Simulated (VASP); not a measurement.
# GaSn (Fm-3m) in VASP: a series of runs

Runs on GaSn. Level: PBE. Tasks: single point.

Everything below comes from runs of VASP 6.6.1. Logs are shortened: lines on timing, memory, paths and dates and some standing lists are left out, and cuts for length are marked.

### Step 1. The cell of the first run

It takes space group Fm-3m (No. 225, cubic). The conventional cell has a = 5.459 Å, b = 5.459 Å, c = 5.459 Å, α = 90.00°, β = 90.00°, γ = 90.00°. Within 3.6 Å of Ga (site symmetry m-3m) lie 6 Sn at 2.73 Å. Within 3.6 Å of Sn (site symmetry m-3m) lie 6 Ga at 2.73 Å.

The cell was generated, and may not be a known phase.

### Step 2. Single point, PBE

INCAR

```
PREC = Accurate
ENCUT = 520
EDIFF = 1E-6
ISMEAR = 0
SIGMA = 0.1
LREAL = False
LASPH = True
NELM = 60
ALGO = Normal
ISIF = 2
LWAVE = False
LCHARG = False
GGA = PE
NBANDS = 20
```

KPOINTS

```
Automatic mesh
0
Gamma
  6 6 6
```

POSCAR

```
GaSn
1.0
    0.0000000000      2.7293289900      2.7293289900
    2.7293289900      0.0000000000      2.7293289900
    2.7293289900      2.7293289900      0.0000000000
Ga Sn
1 1
Direct
    0.5000000000      0.5000000000      0.5000000000
    0.0000000000      0.0000000000      0.0000000000
```

Potentials or basis: VASP PAW PBE potentials, release 64 (Ga_d, Sn_d).

Started as:

```sh
> cat potpaw_PBE.64/Ga_d/POTCAR potpaw_PBE.64/Sn_d/POTCAR > POTCAR
> mpirun -np 1 vasp_std > vasp.out
```

OUTCAR:

```text
PREC = Accurate
   ENCUT = 520
   EDIFF = 1E-6
   ISMEAR = 0
   LREAL = False
   LASPH = True
   NELM = 60
   ISIF = 2
   GGA = PE

 ion  position               nearest neighbor table
   1  0.500  0.500  0.500-   2 2.73   2 2.73   2 2.73   2 2.73   2 2.73   2 2.73
   2  0.000  0.000  0.000-   1 2.73   1 2.73   1 2.73   1 2.73   1 2.73   1 2.73

  LATTYP: Found a face centered cubic cell.
 ALAT       =     5.4586579800

  Lattice vectors:

 A1 = (   0.0000000000,   2.7293289900,   2.7293289900)
 A2 = (   2.7293289900,   0.0000000000,   2.7293289900)
 A3 = (   2.7293289900,   2.7293289900,   0.0000000000)

Analysis of symmetry for initial positions (statically):
=====================================================================
 Subroutine PRICEL returns:
 Original cell was already a primitive cell.

 Routine SETGRP: Setting up the symmetry group for a
 face centered cubic supercell.

 Subroutine GETGRP returns: Found 48 space group operations
 (whereof 48 operations were pure point group operations)
 out of a pool of 48 trial point group operations.

The static configuration has the point symmetry O_h .

Analysis of symmetry for dynamics (positions and initial velocities):
=====================================================================
 Subroutine PRICEL returns:
 Original cell was already a primitive cell.

 Routine SETGRP: Setting up the symmetry group for a
 face centered cubic supercell.

 Subroutine GETGRP returns: Found 48 space group operations
 (whereof 48 operations were pure point group operations)
 out of a pool of 48 trial point group operations.

The dynamic configuration has the point symmetry O_h .

 Subroutine INISYM returns: Found 48 space group operations
 (whereof 48 operations are pure point group operations),
 and found     1 'primitive' translations

----------------------------------------------------------------------------------------

                                     Primitive cell

  volume of cell :      40.6628

  direct lattice vectors                    reciprocal lattice vectors
     0.000000000  2.729328990  2.729328990    -0.183195211  0.183195211  0.183195211
     2.729328990  0.000000000  2.729328990     0.183195211 -0.183195211  0.183195211
     2.729328990  2.729328990  0.000000000     0.183195211  0.183195211 -0.183195211

  length of vectors
     3.859854074  3.859854074  3.859854074     0.317303413  0.317303413  0.317303413

  position of ions in fractional coordinates (direct lattice)
     0.500000000  0.500000000  0.500000000
[... 68 lines left out ...]
   NELM   =     60;   NELMIN=  2; NELMDL= -5     # of ELM steps
   EDIFF  = 0.1E-05   stopping-criterion for ELM
   LREAL  =      F    real-space projection
   EDIFFG = 0.1E-04   stopping-criterion for IOM
   NSW    =      0    number of steps for IOM
   IBRION =     -1    ionic relax: 0-MD 1-quasi-New 2-CG
   NFREE  =      0    steps in history (QN), initial steepest desc. (CG)
   ISIF   =      2    stress and relaxation
   ISYM   =      2    0-nonsym 1-usesym 2-fastsym
   POTIM  = 0.5000    time-step for ionic-motion
   TEBEG  =    0.0;   TEEND  =   0.0 temperature during run
   PSTRESS=    0.0 pullay stress
   NELECT =      27.0000    total number of electrons
   NUPDOWN=      -1.0000    fix difference up-down
   EMIN   =  10.00;   EMAX   =-10.00  energy-range for DOS
   EFERMI =   0.00;   METHOD = LEGACY
   ISMEAR =     0;   SIGMA  =   0.10  broadening in eV -4-tet -1-fermi 0-gaus
   EFERMI_NEDOS =   21; number of points for ismear=-14 and -15
   IALGO  =     38    algorithm
   IMIX   =      4    mixing-type and parameters
     AMIX     =   0.40;   BMIX     =  1.00
     AMIX_MAG =   1.60;   BMIX_MAG =  1.00
  volume/ion in A,a.u.               =      20.33       137.20
  Fermi-wavevector in a.u.,A,eV,Ry     =   1.428226  2.698955 27.753556  2.039829
  Thomas-Fermi vector in A             =   2.548310
   LORBIT       =      0    0 simple, 1 ext, 2 COOP (PROOUT), +10 PAW based schemes
   GGA     = PE    functional components
   LHFCALC =     F    Hartree Fock is set to
   AEXX    =    0.0000 exact exchange contribution
   IVDW    =     0    specifies the selected vdW correction
   LEPSILON=     F    determine dielectric tensor
   LRPA    =     F    only Hartree local field effects (RPA)
 non-spin polarized calculation
 Gauss-broadening in eV      SIGMA  =   0.10
  energy-cutoff  :      520.00
  volume of cell :       40.66
 maximum number of plane-waves:      1113
 NGX is ok and might be reduce to    30
   NGX = 15   NGY = 15   NGZ = 15

 number of electron      26.9999983 magnetization

 Free energy of the ion-electron system (eV)
  ---------------------------------------------------
  ext. energy  EPLUGINS =         0.00000000
  ---------------------------------------------------
  free energy    TOTEN  =        -6.28565920 eV

  energy without entropy =       -6.28100185  energy(sigma->0) =       -6.28333052

 E-fermi :   8.2153     XC(G=0): -11.1550

 val. band max:        8.1338211520   @ k =   0.5000   0.3333   0.0000
 cond. band min:       8.3376566579   @ k =   0.5000   0.1667   0.0000
 fundamental gap:      0.2038355059
 Fermi energy:         8.2152666356

 k-point     1 :       0.0000    0.0000    0.0000
  band No.  band energies     occupation
      1     -13.2270      2.00000
      2     -13.2270      2.00000
      3     -13.1801      2.00000
      4     -13.1801      2.00000
      5     -13.1801      2.00000
      6      -6.7025      2.00000
[... 357 lines left out ...]
     19      20.5614      0.00000
     20      22.4154      0.00000

------------------------ aborting loop because EDIFF is reached ----------------------------------------

  FORCE on cell =-STRESS in cart. coord.  units (eV):
  Direction    XX          YY          ZZ          XY          YZ          ZX
  --------------------------------------------------------------------------------------
  -------------------------------------------------------------------------------------
  Total        3.6624741      3.6624741      3.6624741      0.0000000      0.0000000     -0.0000000
  in kB      144.3070298    144.3070298    144.3070298      0.0000000      0.0000000     -0.0000000
  external PRESSURE =     144.3070298 kB  Pullay stress =       0.0000000 kB

 VOLUME and BASIS-vectors are now :
 -----------------------------------------------------------------------------
  energy-cutoff  :      520.00
  volume of cell :       40.66
      direct lattice vectors                 reciprocal lattice vectors
     0.000000000  2.729328990  2.729328990    -0.183195211  0.183195211  0.183195211
     2.729328990  0.000000000  2.729328990     0.183195211 -0.183195211  0.183195211
     2.729328990  2.729328990  0.000000000     0.183195211  0.183195211 -0.183195211

 POSITION                                       TOTAL-FORCE (eV/Angst)
 -----------------------------------------------------------------------------------
      2.72933      2.72933      2.72933         0.000000      0.000000      0.000000
      0.00000      0.00000      0.00000        -0.000000     -0.000000     -0.000000
 -----------------------------------------------------------------------------------
    total drift:                                0.000000      0.000000      0.000000

  FREE ENERGIE OF THE ION-ELECTRON SYSTEM (eV)
  ---------------------------------------------------
  free  energy   TOTEN  =        -6.2856591953 eV

  energy  without entropy=       -6.2810018452  energy(sigma->0) =       -6.28333052
```

Run time: 8.9 s. Hardware: 1 thread of Intel Xeon Platinum 8488C (Sapphire Rapids), shared host; peak memory 0.17 GiB.

Results:

| Property | Result |
| --- | --- |
| Free energy | -6.2857 eV |
| Pressure | 14.4 GPa |
| Band gap on the k mesh | zero (an odd number of electrons rules out a gap without spin polarisation) |

Caveat: the cell stands under pressure; spin-orbit coupling is left out, which moves the levels of the heavy elements.

### Step 3. Single point, PBE

This run uses another cell than the first one, of 24.46 Å³/atom.

INCAR

```
SYSTEM = GaSn
PREC     = Accurate       ! precision mode
ENCUT    = 520            ! plane-wave cutoff, eV
EDIFF    = 1E-7           ! SCF threshold, eV
ISMEAR   = 0              ! smearing method
SIGMA    = 0.1            ! smearing width, eV
LREAL    = .FALSE.        ! projectors in reciprocal space
LASPH    = .TRUE.         ! aspherical terms in the spheres
NELM     = 60             ! most SCF steps
ALGO     = Fast           ! electronic algorithm
ISIF     = 2              ! what is computed and relaxed
LWAVE    = .FALSE.        ! write WAVECAR
LCHARG   = .FALSE.        ! write CHGCAR
GGA      = PE             ! functional
NBANDS   = 20             ! bands
```

KPOINTS

```
regular mesh
0
G
  6 6 6
  0 0 0
```

POSCAR

```
GaSn
1.0
    0.0000000000      2.9027512816      2.9027512816
    2.9027512816      0.0000000000      2.9027512816
    2.9027512816      2.9027512816      0.0000000000
Ga Sn
1 1
Direct
    0.5000000000      0.5000000000      0.5000000000
    0.0000000000      0.0000000000      0.0000000000
```

Potentials or basis: VASP PAW PBE potentials, release 64 (Ga_d, Sn_d).

Started as:

```sh
> cat potpaw_PBE.64/Ga_d/POTCAR potpaw_PBE.64/Sn_d/POTCAR > POTCAR
> mpirun -np 1 vasp_std > vasp.out
```

Wall time 13 s (1 thread of Intel Xeon Platinum 8488C (Sapphire Rapids), shared host); peak memory 0.18 GiB.

The run converged. Its results:

```yaml
Free_energy: -6.6034 eV
Pressure: 0.1 GPa
Band_gap_on_the_k_mesh: zero (an odd number of electrons rules out a gap without spin polarisation)
```

Levels at points of the mesh, in eV from the Fermi level:
```tsv
k point	band 11	band 12	band 13	band 14	band 15	band 16
(0.00, 0.00, 0.00)	-10.61	1.29	1.29	1.29	1.30	6.90
(0.50, 0.00, 0.00)	-7.61	-6.91	1.95	1.95	2.53	2.53
(0.50, 0.50, 0.00)	-7.06	-4.33	-3.09	-1.46	-1.46	3.46
```

Caveat: spin-orbit coupling is left out, which moves the levels of the heavy elements.

The gap in the log of VASP goes by the Fermi energy; the results here count the filled bands.